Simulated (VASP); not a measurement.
A run of VASP 6.6.1 is set up as follows.

The input INCAR:

```
SYSTEM = Be
PREC = Accurate ; ENCUT = 520
EDIFF = 1E-6 ; ISMEAR = 0
SIGMA = 0.1 ; LREAL = .False.
LASPH = .True. ; NELM = 80
ALGO = Normal ; ISIF = 2
LWAVE = .False. ; LCHARG = .False.
LDIPOL = .True. ; IDIPOL = 3
DIPOL = 0.5 0.5 0.271 ; GGA = PE
NBANDS = 10
```

KPOINTS

```
Automatic mesh
0
Gamma
  8 8 1
  0 0 0
```

File POSCAR:

```
Be
1.0
    2.0180939546      0.0000000000      0.0000000000
    0.0000000000      2.0180939546      0.0000000000
    0.0000000000      0.0000000000     31.4207029180
Be
3
Direct
    0.5000000000      0.5000000000      0.3518732389
    0.5000000000      0.5000000000      0.1891713088
    0.5000000000      0.5000000000      0.2705222738
```

Potentials or basis: VASP PAW PBE potentials, release 64 (Be).

The run is started by

```sh
$ cat potpaw_PBE.64/Be/POTCAR > POTCAR
$ mpirun -np 1 vasp_std > vasp.out
```

Question: Estimate the band gap on the k mesh.

Answer: Zero (bands 3 and 4 overlap by 7.17 eV).

Forces in eV/Å, atoms in the order of the input:
```
Be   0.000  0.000 -0.002
Be   0.000  0.000  0.002
Be   0.000  0.000  0.000
```

Caveat: the k points lie up to 0.39 Å⁻¹ apart, too coarse for converged energies and pressures of a metal.
